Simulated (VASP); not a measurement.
Wanted: the native input for a VASP 6.6.1 run.

| Quantity | Value |
| --- | --- |
| Task | single point |
| Functional | PBE |
| Potentials or basis | VASP PAW PBE potentials, release 64 (Zr_sv, Ta_pv) |
| Cutoff | 520 eV |
| k mesh | 4 × 4 × 6 |
| Occupations | gaussian, width 0.1 eV |
| Spin | no spin polarisation |
| Dipole correction | no |
| Further INCAR settings | ALGO = Fast; EDIFF = 1e-06; NBANDS = 43 |

The structure of ZrTa2 lies in POSCAR:

```
ZrTa2
1.0
    5.3206966930      0.0000000000      0.0000000000
    0.0000000000      5.4827050859      0.0000000000
    0.0000000000      0.0000000000      3.5812381588
Zr Ta
2 4
Direct
    0.5000000000      0.5000000000      0.5000000000
    0.0000000000      0.0000000000      0.0000000000
    0.2250000000      0.8250000000      0.5000000000
    0.7250000000      0.6750000000      0.0000000000
    0.7750000000      0.1750000000      0.5000000000
    0.2750000000      0.3250000000      0.0000000000
```

These files were run (other wordings do the same):

INCAR

```
PREC = Accurate
ENCUT = 520
EDIFF = 1E-6
ISMEAR = 0
SIGMA = 0.1
LREAL = F
LASPH = T
NELM = 80
ALGO = Fast
ISIF = 2
LWAVE = F
LCHARG = T
GGA = PE
LELF = T
LVHAR = T
NBANDS = 43
```

KPOINTS

```
Automatic mesh
0
Gamma
  4 4 6
```

Potentials or basis: VASP PAW PBE potentials, release 64 (Zr_sv, Ta_pv).

The run is started by

```console
$ cat potpaw_PBE.64/Zr_sv/POTCAR potpaw_PBE.64/Ta_pv/POTCAR > POTCAR
$ mpirun -np 1 vasp_std > vasp.out
```

It gave:

The pressure is 57.5 GPa and the largest force is 1.693 eV/Å. The band gap on the k mesh is zero (band 34 reaches 8.65 eV, above the bottom of band 35 at 7.65 eV).

Caveat: spin-orbit coupling is left out, which moves the levels of the heavy elements; forces of over 1 eV/Å act on the atoms, so gaps and moduli don't describe the material at rest.

Run time: 4.9 min on 1 thread of Intel(R) Xeon(R) Platinum 8259CL CPU @ 2.50GHz (Skylake/Cascade Lake), with other jobs on the host, peak memory 0.29 GiB.
